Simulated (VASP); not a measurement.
Here is a VASP 6.6.1 calculation.

INCAR

```
PREC = Accurate
ENCUT = 520
EDIFF = 1E-7
ISMEAR = 0
SIGMA = 0.1
LREAL = False
LASPH = True
NELM = 80
ALGO = Fast
ISIF = 2
LWAVE = False
LCHARG = False
GGA = PE
NBANDS = 13
```

KPOINTS

```
Automatic mesh
0
Gamma
  20 20 20
```

Contents of POSCAR:

```
Sn
1.0
   -2.0035243753      2.0035243753      1.7284685396
    2.0035243753     -2.0035243753      1.7284685396
    2.0035243753      2.0035243753     -1.7284685396
Sn
1
Direct
    0.5000000000      0.5000000000      0.0000000000
```

Potentials or basis: VASP PAW PBE potentials, release 64 (Sn_d).

The run is started by

```sh
$ cat potpaw_PBE.64/Sn_d/POTCAR > POTCAR
$ mpirun -np 1 vasp_std > vasp.out
```

(1) Estimate the pressure.

(2) Estimate the band gap on the k mesh.

## Answers

(1) 0.0 GPa.

(2) zero (bands 7 and 8 overlap by 9.17 eV).

Caveat: spin-orbit coupling is left out, which moves the levels of the heavy elements.
